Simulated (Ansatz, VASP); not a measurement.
Na: VASP beside Ansatz

File INCAR:

```
SYSTEM = Na
  PREC = Accurate
  ENCUT = 520
  EDIFF = 1E-6
  ISMEAR = -1
  SIGMA = 0.05
  LREAL = .FALSE.
  LASPH = .TRUE.
  NELM = 80
  ALGO = Normal
  ISIF = 2
  LWAVE = .FALSE.
  LCHARG = .FALSE.
  GGA = PE
  NBANDS = 14
```

The input KPOINTS:

```
Automatic mesh
0
G
  9 9 9
  0 0 0
```

The input POSCAR:

```
Na
1.0
    0.0000000000      2.8989647054      2.8989647054
    2.8989647054      0.0000000000      2.8989647054
    2.8989647054      2.8989647054      0.0000000000
Na
2
Direct
   -0.1250000000     -0.1250000000     -0.1250000000
    0.1250000000      0.1250000000      0.1250000000
```

Input for Ansatz:

```yaml
crystal:
  lattice:
    - [0.0, 2.8989647054, 2.8989647054]
    - [2.8989647054, 0.0, 2.8989647054]
    - [2.8989647054, 2.8989647054, 0.0]
  atoms:
    - { symbol: Na, position: [-0.125, -0.125, -0.125] }
    - { symbol: Na, position: [0.125, 0.125, 0.125] }
kpoints:
  mp_grid: { grid: [9, 9, 9] }
  band_path:
    path:
      - [0.0, 0.0, 0.0]
      - [0.5, 0.0, 0.5]
      - [0.625, 0.25, 0.625]
      - [0.375, 0.375, 0.75]
      - [0.0, 0.0, 0.0]
      - [0.5, 0.5, 0.5]
      - [0.5, 0.25, 0.75]
      - [0.5, 0.0, 0.5]
    npoints: 8
scf:
  occupations: { method: fermi_dirac, width: 0.05 }
hamiltonian:
  xc: pbe
  pseudopotentials: { kind: all_electron, lapw: { basis_error: 0.001 } }
output:
  forces: true
  stress: true
  eigenvalues: true
  populations: true
  dos: { projected: true, de: 0.2, e_range: [-14, 8] }
```

Change from the starting cell: volume scaled by 0.45, LAPW.

Alike in both runs: task single point; functional PBE; k mesh 9 × 9 × 9; occupations fermi-dirac, width 0.05 eV; no spin polarisation.

|  | VASP | Ansatz |
| --- | --- | --- |
| version | VASP 6.6.1 | Ansatz 0.2.0 |
| potentials or method | VASP PAW PBE potentials, release 64 (Na_pv), cutoff 520 eV | all-electron LAPW, scalar-relativistic |

```tsv
	VASP	Ansatz	Ansatz less VASP
pressure (GPa)	9.5	9.5	+0.01
```

Ansatz ran all-electron here, and VASP with PAW potentials.
